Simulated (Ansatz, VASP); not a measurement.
## Cu: VASP beside Ansatz

```
Cu
1.0
     0.00000    0.00000   -4.14979
    -3.78653   -2.18616    0.00000
     0.00000    4.37231    0.00000
Cu
6
Cartesian
  -2.5244 1.4574 -3.1123
  -3.7865 -0.7287 -3.1123
  -1.2622 3.6436 -3.1123
  -1.2622 0.7287 -1.0374
  -2.5244 -1.4574 -1.0374
  0.0000 2.9149 -1.0374
```

Alike in both runs: functional r2SCAN; k mesh 8 × 12 × 12; occupations gaussian, width 0.1 eV; no spin polarisation.

Ansatz relaxed the structure, and its values are those at the end. VASP's run is a single point on that final structure, the one shown.

|  | VASP | Ansatz |
| --- | --- | --- |
| version | VASP 6.6.1 | Ansatz 0.2.0 |
| potentials or method | VASP PAW PBE potentials, release 64 (Cu), cutoff 520 eV | scalar-relativistic, plane waves, PAW |
| valence electrons in the cell | 66 | 114 |

Ansatz gave:

- gap on the k mesh at the Fermi level (eV): none
- pressure (GPa): 0.0

Task: Estimate VASP's values.

Result: gap on the k mesh at the Fermi level (eV): none; pressure (GPa): 0.6.

VASP's potentials were made for PBE, not for r2SCAN. A gap of «none» marks a metal or a gap that the smearing closes. The functional is the same, so the differences come from potentials, cutoffs and numerics. VASP's potentials hold 66 valence electrons a cell and Ansatz's 114, so a difference there can come from the potentials and not from the codes.
